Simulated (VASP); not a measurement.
CdSe: single point with PBEsol+D4

CdSe:

```
Cd Se
1.0
     0.00000    3.02878    3.02878
     3.02878    0.00000    3.02878
     3.02878    3.02878    0.00000
Cd Se
1 1
Direct
  0.00000 0.00000 0.00000
  0.75000 0.75000 0.75000
```

```
Program                : VASP 6.6.1
Task                   : single point
Functional             : PBEsol
Dispersion             : D4
Potentials or basis    : VASP PAW PBE potentials, release 64 (Cd, Se)
Cutoff                 : 520 eV
k mesh                 : 5 × 5 × 5
Occupations            : gaussian, width 0.3 eV
Spin                   : no spin polarisation
Dipole correction      : no
Further INCAR settings : ALGO = Normal; EDIFF = 1e-06; NBANDS = 16
```

| Property | Result |
| --- | --- |
| Pressure | 0.0 GPa |
| Band gap on the k mesh | 0.50 eV, direct |
| Dispersion energy per atom | -0.194 eV |

Levels at points of the mesh, in eV from the valence-band top:
```tsv
k point	band 7	band 8	band 9	band 10	band 11	band 12
(0.00, 0.00, 0.00)	0.00	0.00	0.00	0.50	5.85	5.85
```

It took 7.1 s on 1 thread of Intel Xeon 6975P-C, with other jobs on the host, peak memory 0.17 GiB.

Caveat: the PAW data sets were made with another functional, which shifts forces and pressure a little. PBEsol gaps usually lie below the measured ones, often by a third to a half.
